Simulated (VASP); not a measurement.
# PbS (P6_3/mmc) in VASP: a series of runs

Runs on PbS. Level: r2SCAN. Tasks: single point.

Program: VASP 6.6.1. These are calculated values, not measurements. Logs are shortened: lines on timing, memory, paths and dates and some standing lists are left out, and cuts for length are marked.

### Step 1. The cell of the first run

Symmetry: P6_3/mmc, No. 194, hexagonal system. Conventional cell: a = 4.997 Å, b = 4.997 Å, c = 5.997 Å, α = 90.00°, β = 90.00°, γ = 120.00°. Pb (site symmetry -6m2) has 5 S at 2.89 to 3.00 Å within 3.8 Å. S (site symmetry -6m2) has 5 Pb at 2.89 to 3.00 Å within 3.8 Å.

### Step 2. Single point, r2SCAN

Contents of POSCAR:

```
PbS
1.0
    4.9970879532      0.0000000000      0.0000000000
   -2.4985439766      4.3276051124      0.0000000000
    0.0000000000      0.0000000000      5.9970707068
Pb S
2 2
Direct
    0.3333333333      0.6666666667      0.2500000000
    0.6666666667      0.3333333333      0.7500000000
    0.6666666667      0.3333333333      0.2500000000
    0.3333333333      0.6666666667      0.7500000000
```

Contents of INCAR.step1:

```
ALGO = Normal
EDIFF = 1E-4
ENCUT = 520
GGA = PE
ISMEAR = 0
LASPH = T
LCHARG = F
LREAL = F
LWAVE = T
NBANDS = 28
NELM = 60
PREC = Accurate
SIGMA = 0.01
```

Contents of INCAR.step2:

```
ALGO = Normal
EDIFF = 1E-6
ENCUT = 520
ISIF = 2
ISMEAR = 0
ISTART = 1
LASPH = T
LCHARG = F
LMIXTAU = T
LREAL = F
LWAVE = F
METAGGA = R2SCAN
NBANDS = 28
NELM = 60
PREC = Accurate
SIGMA = 0.01
```

Contents of KPOINTS:

```
k-points
0
Gamma
  6 6 4
```

Potentials or basis: VASP PAW PBE potentials, release 64 (Pb_d, S).

The run is started by

```bash
$ cat potpaw_PBE.64/Pb_d/POTCAR potpaw_PBE.64/S/POTCAR > POTCAR
$ cp INCAR.step1 INCAR
$ mpirun -np 1 vasp_std > vasp.out
$ cp INCAR.step2 INCAR
$ mpirun -np 1 vasp_std > vasp.out
```

OUTCAR:

```text
EDIFF = 1E-6
   ENCUT = 520
   ISIF = 2
   ISMEAR = 0
   ISTART = 1
   LASPH = T
   LREAL = F
   METAGGA = R2SCAN
   NELM = 60
   PREC = Accurate

 ion  position               nearest neighbor table
   1  0.333  0.667  0.250-   3 2.89   3 2.89   3 2.89   4 3.00   4 3.00
   2  0.667  0.333  0.750-   4 2.89   4 2.89   4 2.89   3 3.00   3 3.00
   3  0.667  0.333  0.250-   1 2.89   1 2.89   1 2.89   2 3.00   2 3.00
   4  0.333  0.667  0.750-   2 2.89   2 2.89   2 2.89   1 3.00   1 3.00

  LATTYP: Found a hexagonal cell.
 ALAT       =     4.9970879532
 C/A-ratio  =     1.2001130985

  Lattice vectors:

 A1 = (   4.9970879532,   0.0000000000,   0.0000000000)
 A2 = (  -2.4985439766,   4.3276051124,   0.0000000000)
 A3 = (   0.0000000000,   0.0000000000,   5.9970707068)

Analysis of symmetry for initial positions (statically):
=====================================================================
 Subroutine PRICEL returns:
 Original cell was already a primitive cell.

 Routine SETGRP: Setting up the symmetry group for a
 hexagonal supercell.

 Subroutine GETGRP returns: Found 24 space group operations
 (whereof 12 operations were pure point group operations)
 out of a pool of 24 trial point group operations.

The static configuration has the point symmetry D_3d.
 The point group associated with its full space group is D_6h.

Analysis of symmetry for dynamics (positions and initial velocities):
=====================================================================
 Subroutine PRICEL returns:
 Original cell was already a primitive cell.

 Routine SETGRP: Setting up the symmetry group for a
 hexagonal supercell.

 Subroutine GETGRP returns: Found 24 space group operations
 (whereof 12 operations were pure point group operations)
 out of a pool of 24 trial point group operations.

The dynamic configuration has the point symmetry D_3d.
 The point group associated with its full space group is D_6h.

 Subroutine INISYM returns: Found 24 space group operations
 (whereof 12 operations are pure point group operations),
 and found     1 'primitive' translations

----------------------------------------------------------------------------------------

                                     Primitive cell

  volume of cell :     129.6892

  direct lattice vectors                    reciprocal lattice vectors
     4.997087953  0.000000000  0.000000000     0.200116550  0.115537344  0.000000000
    -2.498543977  4.327605112  0.000000000     0.000000000  0.231074688  0.000000000
[... 86 lines left out ...]
   LREAL  =      F    real-space projection
   EDIFFG = 0.1E-04   stopping-criterion for IOM
   NSW    =      0    number of steps for IOM
   IBRION =     -1    ionic relax: 0-MD 1-quasi-New 2-CG
   NFREE  =      0    steps in history (QN), initial steepest desc. (CG)
   ISIF   =      2    stress and relaxation
   ISYM   =      2    0-nonsym 1-usesym 2-fastsym
   POTIM  = 0.5000    time-step for ionic-motion
   TEBEG  =    0.0;   TEEND  =   0.0 temperature during run
   PSTRESS=    0.0 pullay stress
   NELECT =      40.0000    total number of electrons
   NUPDOWN=      -1.0000    fix difference up-down
   EMIN   =  10.00;   EMAX   =-10.00  energy-range for DOS
   EFERMI =   0.00;   METHOD = LEGACY
   ISMEAR =     0;   SIGMA  =   0.01  broadening in eV -4-tet -1-fermi 0-gaus
   EFERMI_NEDOS =   21; number of points for ismear=-14 and -15
   IALGO  =     38    algorithm
   IMIX   =      4    mixing-type and parameters
     AMIX     =   0.40;   BMIX     =  1.00
     AMIX_MAG =   1.60;   BMIX_MAG =  1.00
  volume/ion in A,a.u.               =      32.42       218.80
  Fermi-wavevector in a.u.,A,eV,Ry     =   1.106098  2.090222 16.646083  1.223453
  Thomas-Fermi vector in A             =   2.242594
   LORBIT       =      0    0 simple, 1 ext, 2 COOP (PROOUT), +10 PAW based schemes
   METAGGA = R2SCAN    functional components
   LHFCALC =     F    Hartree Fock is set to
   AEXX    =    0.0000 exact exchange contribution
   IVDW    =     0    specifies the selected vdW correction
   LEPSILON=     F    determine dielectric tensor
   LRPA    =     F    only Hartree local field effects (RPA)
 non-spin polarized calculation
 Gauss-broadening in eV      SIGMA  =   0.01
  energy-cutoff  :      520.00
  volume of cell :      129.69
 maximum number of plane-waves:      3508
 NGX is ok and might be reduce to    40
   NGX = 19   NGY = 19   NGZ = 23

 number of electron      39.9999997 magnetization

 Free energy of the ion-electron system (eV)
  ---------------------------------------------------
  ext. energy  EPLUGINS =         0.00000000
  ---------------------------------------------------
  free energy    TOTEN  =      -130.74707277 eV

  energy without entropy =     -130.74707277  energy(sigma->0) =     -130.74707277

 E-fermi :   3.6018     XC(G=0):  -8.9614

 val. band max:        3.5596767086   @ k =   0.3333   0.3333   0.5000
 cond. band min:       5.2871548535   @ k =   0.3333   0.3333   0.5000
 fundamental gap:      1.7274781449
 Fermi energy:         3.6018363956

 k-point     1 :       0.0000    0.0000    0.0000
  band No.  band energies     occupation
      1     -13.8265      2.00000
      2     -13.7174      2.00000
      3     -13.7174      2.00000
      4     -13.7172      2.00000
      5     -13.7172      2.00000
      6     -13.7151      2.00000
[... 640 lines left out ...]
     27      10.6554      0.00000
     28      10.6554      0.00000

------------------------ aborting loop because EDIFF is reached ----------------------------------------

  FORCE on cell =-STRESS in cart. coord.  units (eV):
  Direction    XX          YY          ZZ          XY          YZ          ZX
  --------------------------------------------------------------------------------------
  -------------------------------------------------------------------------------------
  Total       -0.0157028     -0.0157028     -0.0357338      0.0000000      0.0000000      0.0000000
  in kB       -0.1939916     -0.1939916     -0.4414547      0.0000000      0.0000000      0.0000000
  external PRESSURE =      -0.2764793 kB  Pullay stress =       0.0000000 kB

 VOLUME and BASIS-vectors are now :
 -----------------------------------------------------------------------------
  energy-cutoff  :      520.00
  volume of cell :      129.69
      direct lattice vectors                 reciprocal lattice vectors
     4.997087953  0.000000000  0.000000000     0.200116550  0.115537344  0.000000000
    -2.498543977  4.327605112  0.000000000     0.000000000  0.231074688  0.000000000
     0.000000000  0.000000000  5.997070707     0.000000000  0.000000000  0.166748076

 POSITION                                       TOTAL-FORCE (eV/Angst)
 -----------------------------------------------------------------------------------
     -0.00000      2.88507      1.49927         0.000000     -0.000000      0.000000
      2.49854      1.44254      4.49780         0.000000      0.000000      0.000000
      2.49854      1.44254      1.49927        -0.000000      0.000000      0.000000
     -0.00000      2.88507      4.49780        -0.000000      0.000000      0.000000
 -----------------------------------------------------------------------------------
    total drift:                               -0.000000      0.000000     -0.000000

  FREE ENERGIE OF THE ION-ELECTRON SYSTEM (eV)
  ---------------------------------------------------
  free  energy   TOTEN  =      -130.7470727729 eV

  energy  without entropy=     -130.7470727729  energy(sigma->0) =     -130.74707277
```

It took 2.2 min on 1 thread of Intel Xeon 6975P-C (Granite Rapids), shared host; peak memory 0.32 GiB.

What came out:

```
Free energy            : -130.7471 eV
Pressure               : 0.0 GPa
Band gap on the k mesh : 1.73 eV
```

Caveat: the PAW data sets were made with another functional, which shifts forces and pressure a little; spin-orbit coupling is left out, which moves the levels of the heavy elements.

### Step 3. Single point, r2SCAN (33.39 Å³/atom)

This run uses another cell than the first one, of 33.39 Å³/atom.

Contents of POSCAR:

```
PbS
1.0
    5.0465672894      0.0000000000      0.0000000000
   -2.5232836447      4.3704554746      0.0000000000
    0.0000000000      0.0000000000      6.0564515064
Pb S
2 2
Direct
    0.3333333333      0.6666666667      0.2500000000
    0.6666666667      0.3333333333      0.7500000000
    0.6666666667      0.3333333333      0.2500000000
    0.3333333333      0.6666666667      0.7500000000
```

Contents of INCAR.step1:

```
PREC = Accurate
ENCUT = 520
ISMEAR = 0
SIGMA = 0.01
LREAL = False
LASPH = True
NELM = 80
NBANDS = 28
GGA = PE
ALGO = Normal
EDIFF = 1E-4
LWAVE = True
LCHARG = False
```

Contents of INCAR.step2:

```
PREC = Accurate
ENCUT = 520
EDIFF = 1E-7
ISMEAR = 0
SIGMA = 0.01
LREAL = False
LASPH = True
NELM = 80
ALGO = Normal
ISIF = 2
LWAVE = False
LCHARG = False
METAGGA = R2SCAN
LMIXTAU = True
NBANDS = 28
ISTART = 1
```

Contents of KPOINTS:

```
regular mesh
0
Gamma
  6 6 4
```

Potentials or basis: VASP PAW PBE potentials, release 64 (Pb_d, S).

The run is started by

```bash
$ cat potpaw_PBE.64/Pb_d/POTCAR potpaw_PBE.64/S/POTCAR > POTCAR
$ cp INCAR.step1 INCAR
$ mpirun -np 1 vasp_std > vasp.out
$ cp INCAR.step2 INCAR
$ mpirun -np 1 vasp_std > vasp.out
```

OUTCAR:

```text
PREC = Accurate
   ENCUT = 520
   EDIFF = 1E-7
   ISMEAR = 0
   LREAL = False
   LASPH = True
   NELM = 80
   ISIF = 2
   METAGGA = R2SCAN
   ISTART = 1

 ion  position               nearest neighbor table
   1  0.333  0.667  0.250-   3 2.91   3 2.91   3 2.91   4 3.03   4 3.03
   2  0.667  0.333  0.750-   4 2.91   4 2.91   4 2.91   3 3.03   3 3.03
   3  0.667  0.333  0.250-   1 2.91   1 2.91   1 2.91   2 3.03   2 3.03
   4  0.333  0.667  0.750-   2 2.91   2 2.91   2 2.91   1 3.03   1 3.03

  LATTYP: Found a hexagonal cell.
 ALAT       =     5.0465672894
 C/A-ratio  =     1.2001130985

  Lattice vectors:

 A1 = (   5.0465672894,   0.0000000000,   0.0000000000)
 A2 = (  -2.5232836447,   4.3704554746,   0.0000000000)
 A3 = (   0.0000000000,   0.0000000000,   6.0564515064)

Analysis of symmetry for initial positions (statically):
=====================================================================
 Subroutine PRICEL returns:
 Original cell was already a primitive cell.

 Routine SETGRP: Setting up the symmetry group for a
 hexagonal supercell.

 Subroutine GETGRP returns: Found 24 space group operations
 (whereof 12 operations were pure point group operations)
 out of a pool of 24 trial point group operations.

The static configuration has the point symmetry D_3d.
 The point group associated with its full space group is D_6h.

Analysis of symmetry for dynamics (positions and initial velocities):
=====================================================================
 Subroutine PRICEL returns:
 Original cell was already a primitive cell.

 Routine SETGRP: Setting up the symmetry group for a
 hexagonal supercell.

 Subroutine GETGRP returns: Found 24 space group operations
 (whereof 12 operations were pure point group operations)
[... 117 lines left out ...]
   EFERMI =   0.00;   METHOD = LEGACY
   ISMEAR =     0;   SIGMA  =   0.01  broadening in eV -4-tet -1-fermi 0-gaus
   EFERMI_NEDOS =   21; number of points for ismear=-14 and -15
   IALGO  =     38    algorithm
   IMIX   =      4    mixing-type and parameters
     AMIX     =   0.40;   BMIX     =  1.00
     AMIX_MAG =   1.60;   BMIX_MAG =  1.00
  volume/ion in A,a.u.               =      33.39       225.36
  Fermi-wavevector in a.u.,A,eV,Ry     =   1.095253  2.069728 16.321268  1.199579
  Thomas-Fermi vector in A             =   2.231573
   LORBIT       =      0    0 simple, 1 ext, 2 COOP (PROOUT), +10 PAW based schemes
   METAGGA = R2SCAN    functional components
   LHFCALC =     F    Hartree Fock is set to
   AEXX    =    0.0000 exact exchange contribution
   IVDW    =     0    specifies the selected vdW correction
   LEPSILON=     F    determine dielectric tensor
   LRPA    =     F    only Hartree local field effects (RPA)
 non-spin polarized calculation
 Gauss-broadening in eV      SIGMA  =   0.01
  energy-cutoff  :      520.00
  volume of cell :      133.58
 maximum number of plane-waves:      3635
 NGX is ok and might be reduce to    40
   NGX = 19   NGY = 19   NGZ = 23

 number of electron      40.0000000 magnetization

 Free energy of the ion-electron system (eV)
  ---------------------------------------------------
  ext. energy  EPLUGINS =         0.00000000
  ---------------------------------------------------
  free energy    TOTEN  =      -130.73230873 eV

  energy without entropy =     -130.73230873  energy(sigma->0) =     -130.73230873

 E-fermi :   3.2782     XC(G=0):  -8.8254

 val. band max:        3.2286706579   @ k =   0.3333   0.3333   0.5000
 cond. band min:       4.9947748291   @ k =   0.3333   0.3333   0.5000
 fundamental gap:      1.7661041711
 Fermi energy:         3.2782013363

 k-point     1 :       0.0000    0.0000    0.0000
  band No.  band energies     occupation
      1     -14.0944      2.00000
      2     -14.0026      2.00000
      3     -14.0026      2.00000
      4     -14.0026      2.00000
      5     -14.0026      2.00000
      6     -14.0022      2.00000
[... 640 lines left out ...]
     27      10.3195      0.00000
     28      10.3195      0.00000

------------------------ aborting loop because EDIFF is reached ----------------------------------------

  FORCE on cell =-STRESS in cart. coord.  units (eV):
  Direction    XX          YY          ZZ          XY          YZ          ZX
  --------------------------------------------------------------------------------------
  -------------------------------------------------------------------------------------
  Total       -1.0213450     -1.0213450     -1.1316018      0.0000000      0.0000000      0.0000000
  in kB      -12.2501675    -12.2501675    -13.5726043      0.0000000      0.0000000      0.0000000
  external PRESSURE =     -12.6909797 kB  Pullay stress =       0.0000000 kB

 VOLUME and BASIS-vectors are now :
 -----------------------------------------------------------------------------
  energy-cutoff  :      520.00
  volume of cell :      133.58
      direct lattice vectors                 reciprocal lattice vectors
     5.046567289  0.000000000  0.000000000     0.198154496  0.114404552  0.000000000
    -2.523283645  4.370455475  0.000000000     0.000000000  0.228809104  0.000000000
     0.000000000  0.000000000  6.056451506     0.000000000  0.000000000  0.165113185

 POSITION                                       TOTAL-FORCE (eV/Angst)
 -----------------------------------------------------------------------------------
     -0.00000      2.91364      1.51411        -0.000000      0.000000      0.000000
      2.52328      1.45682      4.54234         0.000000      0.000000      0.000000
      2.52328      1.45682      1.51411         0.000000      0.000000     -0.000000
     -0.00000      2.91364      4.54234        -0.000000     -0.000000     -0.000000
 -----------------------------------------------------------------------------------
    total drift:                                0.000000      0.000000     -0.000000

  FREE ENERGIE OF THE ION-ELECTRON SYSTEM (eV)
  ---------------------------------------------------
  free  energy   TOTEN  =      -130.7323087261 eV

  energy  without entropy=     -130.7323087261  energy(sigma->0) =     -130.73230873
```

OUTCAR.step1:

```text
PREC = Accurate
   ENCUT = 520
   ISMEAR = 0
   LREAL = False
   LASPH = True
[... 876 lines left out ...]
     -0.00000      2.91364      1.51411         0.000000     -0.000000      0.000000
      2.52328      1.45682      4.54234        -0.000000     -0.000000     -0.000000
      2.52328      1.45682      1.51411        -0.000000      0.000000      0.000000
     -0.00000      2.91364      4.54234         0.000000     -0.000000      0.000000
 -----------------------------------------------------------------------------------
    total drift:                                0.000000      0.000000      0.000000

  FREE ENERGIE OF THE ION-ELECTRON SYSTEM (eV)
  ---------------------------------------------------
  free  energy   TOTEN  =       -17.2278320705 eV

  energy  without entropy=      -17.2278320705  energy(sigma->0) =      -17.22783207
```

Run time: 3.3 min. Hardware: 1 thread of Intel Xeon 6975P-C (Granite Rapids), shared host; peak memory 0.32 GiB.

Results:

| Property | Result |
| --- | --- |
| Free energy | -130.7323 eV |
| Pressure | -1.3 GPa |
| Band gap on the k mesh | 1.77 eV |

Stress tensor (GPa, compression positive):
```
-1.23  0.00  0.00
 0.00 -1.23  0.00
 0.00  0.00 -1.36
```

Caveat: the PAW data sets were made with another functional, which shifts forces and pressure a little; spin-orbit coupling is left out, which moves the levels of the heavy elements. A k mesh can miss the band edges.
